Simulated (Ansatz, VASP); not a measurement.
**Two plane-wave programs on KBr**

Contents of INCAR:

```
  ALGO = Normal
  EDIFF = 1E-6
  ENCUT = 520
  GGA = PE
  ISIF = 2
  ISMEAR = -1
  LASPH = True
  LCHARG = True
  LELF = True
  LREAL = False
  LVHAR = True
  LWAVE = False
  NBANDS = 15
  NELM = 100
  PREC = Accurate
  SIGMA = 0.02
```

The input KPOINTS:

```
k-points
0
Gamma
  6 6 6
```

Contents of POSCAR:

```
KBr
1.0
    0.0000000000      3.3022478065      3.3022478065
    3.3022478065      0.0000000000      3.3022478065
    3.3022478065      3.3022478065      0.0000000000
K Br
1 1
Direct
    0.0000000000      0.0000000000      0.0000000000
    0.5000000000      0.5000000000      0.5000000000
```

Input for Ansatz:

```yaml
crystal:
  lattice:
    - [0.0, 3.3022478065, 3.3022478065]
    - [3.3022478065, 0.0, 3.3022478065]
    - [3.3022478065, 3.3022478065, 0.0]
  atoms:
    - { symbol: K, position: [0.0, 0.0, 0.0] }
    - { symbol: Br, position: [0.5, 0.5, 0.5] }
kpoints:
  mp_grid: { grid: [6, 6, 6] }
  band_path:
    path:
      - [0.0, 0.0, 0.0]
      - [0.5, 0.0, 0.5]
      - [0.625, 0.25, 0.625]
      - [0.375, 0.375, 0.75]
      - [0.5, 0.5, 0.5]
      - [0.5, 0.25, 0.75]
    npoints: 1
hamiltonian:
  xc: pbe
scf:
  occupations: { method: fermi_dirac, width: 0.02 }
  n_extra_bands: 4
output:
  forces: true
  stress: true
  eigenvalues: true
```

Alike in both runs: task single point; functional PBE; k mesh 6 × 6 × 6; occupations fermi-dirac, width 0.02 eV; no spin polarisation.

|  | VASP | Ansatz |
| --- | --- | --- |
| version | VASP 6.6.1 | Ansatz 0.2.0 |
| potentials or method | VASP PAW PBE potentials, release 64 (K_sv, Br) | plane waves, PAW |
| plane-wave cutoff (eV) | 520 | 420 |
| valence electrons in the cell | 16 | 16 |

|  | VASP | Ansatz | Ansatz less VASP |
| --- | --- | --- | --- |
| gap on the k mesh at the Fermi level (eV) | 4.43 | 4.43 | +0.002 |
| pressure (GPa) | 0.7 | 0.7 | -0.04 |

The functional is the same, so the differences come from potentials, cutoffs and numerics.
